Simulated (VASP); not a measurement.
# ZnH2 (Cmmm) in VASP: notebook

Runs on ZnH2. Level: PBE. Tasks: single point, relaxation of cell and atoms.

Everything below comes from runs of VASP 6.6.1. Logs are shortened: lines on timing, memory, paths and dates and some standing lists are left out, and cuts for length are marked.

## Step 1: The cell of the first run

Symmetry: Cmmm, No. 65, orthorhombic system. The conventional cell has a = 4.145 Å, b = 4.813 Å, c = 5.735 Å, α = 90.00°, β = 90.00°, γ = 90.00°. Within 2.7 Å of Zn (site symmetry mmm) lie 4 H at 2.07 to 2.41 Å. H (site symmetry mmm) has 4 Zn at 2.07 to 2.41 Å within 2.7 Å. Within 3.8 Å of H (site symmetry mmm) lie 2 Zn at 2.87 Å and 12 H at 3.18 to 3.74 Å.

## Step 2: Single point, PBE

Input file INCAR:

```
ALGO     = Normal         # electronic algorithm
EDIFF    = 1E-6           # SCF threshold, eV
ENCUT    = 520            # plane-wave cutoff, eV
GGA      = PE             # functional
ISIF     = 2              # what is computed and relaxed
ISMEAR   = 0              # smearing method
LASPH    = True           # aspherical terms in the spheres
LCHARG   = False          # write CHGCAR
LREAL    = False          # projectors in reciprocal space
LWAVE    = False          # write WAVECAR
NBANDS   = 14             # bands
NELM     = 100            # most SCF steps
PREC     = Accurate       # precision mode
SIGMA    = 0.1            # smearing width, eV
```

Input file KPOINTS:

```
k-points
0
Gamma
  6 6 4
```

Input file POSCAR:

```
ZnH2
1.0
    2.0726673700     -2.4064243600      0.0000000000
    2.0726673700      2.4064243600      0.0000000000
    0.0000000000      0.0000000000      5.7345401100
Zn H
1 2
Direct
    0.5000000000      0.5000000000      0.0000000000
    0.0000000000      0.0000000000      0.0000000000
    0.5000000000      0.5000000000      0.5000000000
```

Potentials or basis: VASP PAW PBE potentials, release 64 (Zn, H).

Run with:

```
$ cat potpaw_PBE.64/Zn/POTCAR potpaw_PBE.64/H/POTCAR > POTCAR
$ mpirun -np 1 vasp_std > vasp.out
```

OUTCAR:

```text
EDIFF = 1E-6
   ENCUT = 520
   GGA = PE
   ISIF = 2
   ISMEAR = 0
   LASPH = True
   LREAL = False
   NELM = 100
   PREC = Accurate

 ion  position               nearest neighbor table
   1  0.500  0.500  0.000-
   2  0.000  0.000  0.000-
   3  0.500  0.500  0.500-

  LATTYP: Found a base centered orthorhombic cell.
 ALAT       =     4.1453347400
 B/A-ratio  =     1.1610277630
 C/A-ratio  =     1.3833720241

  Lattice vectors:

 A1 = (   2.0726673700,  -2.4064243600,   0.0000000000)
 A2 = (   2.0726673700,   2.4064243600,   0.0000000000)
 A3 = (   0.0000000000,   0.0000000000,   5.7345401100)

Analysis of symmetry for initial positions (statically):
=====================================================================
 Subroutine PRICEL returns:
 Original cell was already a primitive cell.

 Routine SETGRP: Setting up the symmetry group for a
 base centered orthorhombic supercell.

 Subroutine GETGRP returns: Found  8 space group operations
 (whereof  8 operations were pure point group operations)
 out of a pool of  8 trial point group operations.

The static configuration has the point symmetry D_2h.

Analysis of symmetry for dynamics (positions and initial velocities):
=====================================================================
 Subroutine PRICEL returns:
 Original cell was already a primitive cell.

 Routine SETGRP: Setting up the symmetry group for a
 base centered orthorhombic supercell.

 Subroutine GETGRP returns: Found  8 space group operations
 (whereof  8 operations were pure point group operations)
 out of a pool of  8 trial point group operations.

The dynamic configuration has the point symmetry D_2h.

 Subroutine INISYM returns: Found  8 space group operations
 (whereof  8 operations are pure point group operations),
 and found     1 'primitive' translations

----------------------------------------------------------------------------------------

                                     Primitive cell

  volume of cell :      57.2045

  direct lattice vectors                    reciprocal lattice vectors
     2.072667370 -2.406424360  0.000000000     0.241235042 -0.207777152  0.000000000
     2.072667370  2.406424360  0.000000000     0.241235042  0.207777152  0.000000000
     0.000000000  0.000000000  5.734540110     0.000000000  0.000000000  0.174381900

  length of vectors
     3.175976736  3.175976736  5.734540110     0.318379790  0.318379790  0.174381900

  position of ions in fractional coordinates (direct lattice)
     0.500000000  0.500000000  0.000000000
     0.000000000  0.000000000  0.000000000
     0.500000000  0.500000000  0.500000000

  ion indices of the primitive-cell ions
   primitive index   ion index
                 1           1
                 2           2
                 3           3

----------------------------------------------------------------------------------------

 KPOINTS: k-points

Automatic generation of k-mesh.
 Grid dimensions read from file:
 generate k-points for:    6    6    4

 Generating k-lattice:

  Cartesian coordinates                     Fractional coordinates (reciprocal lattice)
     0.040205840 -0.034629525  0.000000000     0.166666667  0.000000000  0.000000000
     0.040205840  0.034629525  0.000000000     0.000000000  0.166666667  0.000000000
     0.000000000  0.000000000  0.043595475     0.000000000  0.000000000  0.250000000

  Length of vectors
     0.053063298  0.053063298  0.043595475

  Shift w.r.t. Gamma in fractional coordinates (k-lattice)
     0.000000000  0.000000000  0.000000000

 Subroutine IBZKPT returns following result:
 ===========================================

 Found     39 irreducible k-points:

 Following reciprocal coordinates:
            Coordinates               Weight
  0.000000  0.000000  0.000000      1.000000
  0.166667  0.000000  0.000000      4.000000
  0.333333 -0.000000  0.000000      4.000000
  0.500000  0.000000  0.000000      2.000000
  0.166667  0.166667  0.000000      2.000000
  0.333333  0.166667  0.000000      4.000000
[... 16 lines left out ...]
  0.333333  0.333333  0.250000      4.000000
  0.500000  0.333333  0.250000      8.000000
 [... further k-points ...]
   k-points           NKPTS =     39   k-points in BZ     NKDIM =     39   number of bands    NBANDS=     14
   number of dos      NEDOS =    301   number of ions     NIONS =      3
   total plane-waves  NPLWV =  27648
   dimension x,y,z NGX =    24 NGY =   24 NGZ =   48
   dimension x,y,z NGXF=    48 NGYF=   48 NGZF=   96
   ions per type =               1   2
   NGX,Y,Z   is equivalent  to a cutoff of  12.56, 12.56, 13.92 a.u.
   NGXF,Y,Z  is equivalent  to a cutoff of  25.13, 25.13, 27.83 a.u.
 SYSTEM =  unknown system
   PREC   = accura    normal or accurate (medium, high low for compatibility)
   ISTART =      0    job   : 0-new  1-cont  2-samecut
   ICHARG =      2    charge: 1-file 2-atom 10-const
   ISPIN  =      1    spin polarized calculation?
   LNONCOLLINEAR =      F non collinear calculations
   LSORBIT =      F    spin-orbit coupling
   LASPH  =      T    aspherical Exc in radial PAW
   ENCUT  =  520.0 eV  38.22 Ry    6.18 a.u.   5.91  5.91 10.66*2*pi/ulx,y,z
   NELM   =    100;   NELMIN=  2; NELMDL= -5     # of ELM steps
   EDIFF  = 0.1E-05   stopping-criterion for ELM
   LREAL  =      F    real-space projection
   EDIFFG = 0.1E-04   stopping-criterion for IOM
   NSW    =      0    number of steps for IOM
   IBRION =     -1    ionic relax: 0-MD 1-quasi-New 2-CG
   NFREE  =      0    steps in history (QN), initial steepest desc. (CG)
   ISIF   =      2    stress and relaxation
   ISYM   =      2    0-nonsym 1-usesym 2-fastsym
   POTIM  = 0.5000    time-step for ionic-motion
   TEBEG  =    0.0;   TEEND  =   0.0 temperature during run
   PSTRESS=    0.0 pullay stress
   NELECT =      14.0000    total number of electrons
   NUPDOWN=      -1.0000    fix difference up-down
   EMIN   =  10.00;   EMAX   =-10.00  energy-range for DOS
   EFERMI =   0.00;   METHOD = LEGACY
   ISMEAR =     0;   SIGMA  =   0.10  broadening in eV -4-tet -1-fermi 0-gaus
   EFERMI_NEDOS =   21; number of points for ismear=-14 and -15
   IALGO  =     38    algorithm
   IMIX   =      4    mixing-type and parameters
     AMIX     =   0.40;   BMIX     =  1.00
     AMIX_MAG =   1.60;   BMIX_MAG =  1.00
  volume/ion in A,a.u.               =      19.07       128.68
  Fermi-wavevector in a.u.,A,eV,Ry     =   1.024017  1.935112 14.267230  1.048612
  Thomas-Fermi vector in A             =   2.157782
   LORBIT       =      0    0 simple, 1 ext, 2 COOP (PROOUT), +10 PAW based schemes
   GGA     = PE    functional components
   LHFCALC =     F    Hartree Fock is set to
   AEXX    =    0.0000 exact exchange contribution
   IVDW    =     0    specifies the selected vdW correction
   LEPSILON=     F    determine dielectric tensor
   LRPA    =     F    only Hartree local field effects (RPA)
 non-spin polarized calculation
 Gauss-broadening in eV      SIGMA  =   0.10
  energy-cutoff  :      520.00
  volume of cell :       57.20
 maximum number of plane-waves:      1568
   NGX = 11   NGY = 11   NGZ = 21

 number of electron      13.9999989 magnetization

 Free energy of the ion-electron system (eV)
  ---------------------------------------------------
  ext. energy  EPLUGINS =         0.00000000
  ---------------------------------------------------
  free energy    TOTEN  =        -4.50010319 eV

  energy without entropy =       -4.49551021  energy(sigma->0) =       -4.49780670

 E-fermi :  -2.5050     XC(G=0):  -6.9783

 val. band max:       -2.5233104382   @ k =   0.3333   0.3333   0.5000
 cond. band min:      -2.4031915037   @ k =   0.5000   0.3333   0.5000
 fundamental gap:      0.1201189345
 Fermi energy:        -2.5050204447

 k-point     1 :       0.0000    0.0000    0.0000
  band No.  band energies     occupation
      1     -10.0459      2.00000
      2      -9.4729      2.00000
      3      -9.1828      2.00000
      4      -9.1676      2.00000
      5      -9.1470      2.00000
      6      -8.6128      2.00000
      7      -3.5450      2.00000
      8      -0.8599      0.00000
      9       3.2322      0.00000
     10       5.8952      0.00000
     11       6.9096      0.00000
     12       8.2496      0.00000
     13       9.9038      0.00000
     14      12.3116      0.00000

 k-point     2 :       0.1667    0.0000    0.0000
  band No.  band energies     occupation
      1      -9.7902      2.00000
      2      -9.4260      2.00000
      3      -9.2000      2.00000
      4      -9.1983      2.00000
      5      -9.1523      2.00000
      6      -8.4545      2.00000
      7      -3.3546      2.00000
      8      -0.4258      0.00000
      9       1.1315      0.00000
     10       5.8108      0.00000
     11       6.8974      0.00000
     12       7.9049      0.00000
     13      10.3433      0.00000
     14      12.1739      0.00000

 k-point     3 :       0.3333   -0.0000    0.0000
  band No.  band energies     occupation
      1      -9.4846      2.00000
      2      -9.2724      2.00000
      3      -9.2702      2.00000
      4      -9.2053      2.00000
      5      -9.1493      2.00000
      6      -7.6529      2.00000
      7      -3.3729      2.00000
      8      -1.4676      0.00000
      9       0.7790      0.00000
     10       4.7044      0.00000
     11       6.5694      0.00000
     12       6.7763      0.00000
     13       9.0508      0.00000
     14      11.7347      0.00000
[... 324 lines left out ...]
 k-point    23 :       0.3333    0.3333    0.2500
  band No.  band energies     occupation
      1      -9.5611      2.00000
      2      -9.2687      2.00000
      3      -9.2334      2.00000
      4      -9.1875      2.00000
      5      -9.1736      2.00000
      6      -5.5339      2.00000
      7      -3.1005      2.00000
      8      -1.6221      0.00000
      9       0.0769      0.00000
     10       3.4615      0.00000
     11       5.3064      0.00000
     12       6.5122      0.00000
     13       6.6096      0.00000
     14       8.6581      0.00000

 k-point    24 :       0.5000    0.3333    0.2500
  band No.  band energies     occupation
      1      -9.7026      2.00000
      2      -9.2945      2.00000
      3      -9.2270      2.00000
      4      -9.1862      2.00000
      5      -9.0871      2.00000
      6      -4.8821      2.00000
      7      -2.9027      2.00000
      8      -1.5150      0.00000
      9       0.6053      0.00000
     10       3.3711      0.00000
     11       4.1004      0.00000
     12       5.1156      0.00000
     13       7.3233      0.00000
     14       8.6181      0.00000

 [... further k-points ...]

------------------------ aborting loop because EDIFF is reached ----------------------------------------

  FORCE on cell =-STRESS in cart. coord.  units (eV):
  Direction    XX          YY          ZZ          XY          YZ          ZX
  --------------------------------------------------------------------------------------
  -------------------------------------------------------------------------------------
  Total       -3.4169333     -1.5943231     -4.1615672      0.0000000      0.0000000      0.0000000
  in kB      -95.7010424    -44.6536028   -116.5566561      0.0000000      0.0000000      0.0000000
  external PRESSURE =     -85.6371004 kB  Pullay stress =       0.0000000 kB

 VOLUME and BASIS-vectors are now :
 -----------------------------------------------------------------------------
  energy-cutoff  :      520.00
  volume of cell :       57.20
      direct lattice vectors                 reciprocal lattice vectors
     2.072667370 -2.406424360  0.000000000     0.241235042 -0.207777152  0.000000000
     2.072667370  2.406424360  0.000000000     0.241235042  0.207777152  0.000000000
     0.000000000  0.000000000  5.734540110     0.000000000  0.000000000  0.174381900

 POSITION                                       TOTAL-FORCE (eV/Angst)
 -----------------------------------------------------------------------------------
      2.07267      0.00000      0.00000        -0.000000      0.000000      0.000000
      0.00000      0.00000      0.00000         0.000000      0.000000      0.000000
      2.07267      0.00000      2.86727         0.000000     -0.000000      0.000000
 -----------------------------------------------------------------------------------
    total drift:                               -0.000000     -0.000000     -0.000000

  FREE ENERGIE OF THE ION-ELECTRON SYSTEM (eV)
  ---------------------------------------------------
  free  energy   TOTEN  =        -4.5001031877 eV

  energy  without entropy=       -4.4955102088  energy(sigma->0) =       -4.49780670
```

Wall time 19 s (1 thread of Intel Xeon Platinum 8375C at 2.90GHz (Ice Lake), shared host); peak memory 0.18 GiB.

What came out:

| Item | Value |
| --- | --- |
| Free energy | -4.5001 eV |
| Pressure | -8.6 GPa |
| Band gap on the k mesh | zero (band 7 reaches -2.01 eV, above the bottom of band 8 at -3.03 eV) |

Levels at points of the mesh, in eV from the Fermi level:
| k point | band 5 | band 6 | band 7 | band 8 | band 9 | band 10 |
| --- | --- | --- | --- | --- | --- | --- |
| (0.00, 0.00, 0.00) | -6.64 | -6.11 | -1.04 | 1.65 | 5.74 | 8.40 |
| (0.50, 0.00, 0.00) | -6.63 | -3.95 | -2.26 | 0.78 | 4.42 | 6.43 |
| (0.50, 0.50, 0.00) | -6.52 | -1.56 | 0.45 | 1.39 | 3.03 | 3.12 |
| (0.00, 0.00, 0.50) | -6.64 | -5.99 | -2.06 | 4.18 | 4.93 | 8.46 |
| (0.50, 0.00, 0.50) | -6.62 | -3.93 | -1.78 | -0.53 | 5.28 | 6.56 |
| (0.50, 0.50, 0.50) | -6.52 | -1.45 | 0.49 | 1.47 | 2.23 | 3.10 |

## Step 3: Relaxation of cell and atoms, PBE

Input file INCAR:

```
  PREC = Accurate
  ENCUT = 600
  EDIFF = 1E-6
  ISMEAR = 0
  SIGMA = 0.1
  LREAL = False
  LASPH = True
  NELM = 80
  ALGO = Normal
  ISIF = 3
  LWAVE = False
  LCHARG = False
  GGA = PE
  IBRION = 2
  NSW = 90
  EDIFFG = -0.04
```

Input file KPOINTS:

```
regular mesh
0
Gamma
  6 6 4
```

POSCAR is that of step 2.

Potentials or basis: VASP PAW PBE potentials, release 64 (Zn, H).

Run with:

```
$ cat potpaw_PBE.64/Zn/POTCAR potpaw_PBE.64/H/POTCAR > POTCAR
$ mpirun -np 1 vasp_std > vasp.out
```

It took 5.3 min on 1 thread of Intel Xeon Platinum 8375C at 2.90GHz (Ice Lake), shared host; peak memory 0.22 GiB.

It converged, with:

```
Free energy                            : -7.0740 eV
Relaxed volume                         : 8.99 Å³/atom
Relaxed cell                           : a = 2.828 Å, b = 2.828 Å, c = 3.374 Å, α = 90.00°, β = 90.00°, γ = 90.39°
Space group after relaxing (to 0.05 Å) : P4/mmm (No. 123)
Energy gained by relaxing              : 857.9 meV/atom
Ionic steps                            : 19
Pressure after relaxing                : 0.3 GPa
Band gap on the k mesh                 : zero (band 7 reaches 2.07 eV, above the bottom of band 8 at -0.24 eV)
```

Stress tensor (GPa, compression positive):
```
 0.66  0.00  0.00
 0.00  0.61  0.00
 0.00  0.00 -0.36
```

The path:
```tsv
step	energy change (eV)	largest force (eV/Å)	pressure (GPa)	volume (Å³)
1	0.0000	0.0000	-8.55	57.20
2	-0.5099	0.0000	-9.00	49.16
3	-1.6252	0.0000	2.15	29.36
4	-1.9643	0.0000	5.32	26.80
5	-1.4705	0.0000	47.10	19.82
6	-2.1328	0.0000	9.78	24.99
7	-2.1768	0.0000	15.98	23.43
8	-2.4010	0.0000	8.77	24.84
9	-2.5056	0.0000	3.52	26.44
10	-2.4560	0.0000	-1.78	29.67
11	-2.5246	0.0000	1.09	27.61
12	-2.5248	0.0000	1.28	27.53
13	-2.5410	0.0000	-0.11	27.81
14	-2.5485	0.0000	-1.52	28.15
15	-2.5558	0.0000	-1.03	27.83
16	-2.5675	0.0000	0.83	26.91
17	-2.5682	0.0000	1.45	26.63
18	-2.5731	0.0000	0.68	26.85
19	-2.5738	0.0000	0.30	26.98
```

Final structure:
```
CELL_PARAMETERS angstrom
1.99289 -2.00665 0.00000
1.99289 2.00665 0.00000
0.00000 0.00000 3.37359
ATOMIC_POSITIONS crystal
Zn 0.50000 0.50000 0.00000
H 0.00000 0.00000 0.00000
H 0.50000 0.50000 0.50000
```

Levels at points of the mesh, in eV from the Fermi level:
```tsv
k point	band 5	band 6	band 7	band 8	band 9	band 10
(0.00, 0.00, 0.00)	-7.23	-7.21	0.88	4.30	9.34	9.38
(0.50, 0.00, 0.00)	-7.21	-5.94	-5.07	6.39	7.75	7.91
(0.50, 0.50, 0.00)	-7.00	-2.63	-1.03	0.67	0.78	10.80
(0.00, 0.00, 0.50)	-7.21	-6.68	-6.26	8.02	9.64	11.08
(0.50, 0.00, 0.50)	-7.23	-5.12	-4.35	-1.42	4.04	11.92
(0.50, 0.50, 0.50)	-7.00	-2.86	-0.58	2.30	2.40	3.60
```

Caveat: the volume moved by over 15 % at a fixed basis, so the end points are rough.
